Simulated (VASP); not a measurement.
A run of VASP 6.6.1:

Contents of INCAR:

```
PREC = Accurate ; ENCUT = 520
EDIFF = 1E-6 ; ISMEAR = 0
SIGMA = 0.01 ; LREAL = F
LASPH = T ; NELM = 80
ALGO = Normal ; ISIF = 2
LWAVE = F ; LCHARG = F
GGA = PE ; IVDW = 12
NBANDS = 44
```

The input KPOINTS:

```
Automatic mesh
0
Gamma
  4 4 4
```

The input POSCAR:

```
CO2
1.0
    5.2840068090      0.0000000000      0.0000000000
    0.0000000000      5.2840068090      0.0000000000
    0.0000000000      0.0000000000      5.2840068090
C O
4 8
Direct
    0.0000000000      0.0000000000      0.0000000000
    0.5000000000      0.0000000000      0.5000000000
    0.5000000000      0.5000000000      0.0000000000
    0.0000000000      0.5000000000      0.5000000000
    0.1274195033      0.1274195033      0.1274195033
    0.3725804967      0.8725804967      0.6274195033
    0.6274195033      0.3725804967      0.8725804967
    0.8725804967      0.6274195033      0.3725804967
    0.8725804967      0.8725804967      0.8725804967
    0.6274195033      0.1274195033      0.3725804967
    0.3725804967      0.6274195033      0.1274195033
    0.1274195033      0.3725804967      0.6274195033
```

Potentials or basis: VASP PAW PBE potentials, release 64 (C, O).

Run with:

```bash
$ cat potpaw_PBE.64/C/POTCAR potpaw_PBE.64/O/POTCAR > POTCAR
$ mpirun -np 1 vasp_std > vasp.out
```

Hardware: 1 thread of Oxide Virtual Turin-like Processor (shared host).

Task: How long does it take, and how much memory?

Result: Run time: 120 s on 1 thread of Oxide Virtual Turin-like Processor (shared host), peak memory 0.22 GiB. Counts: scf iterations 13, k points 11.
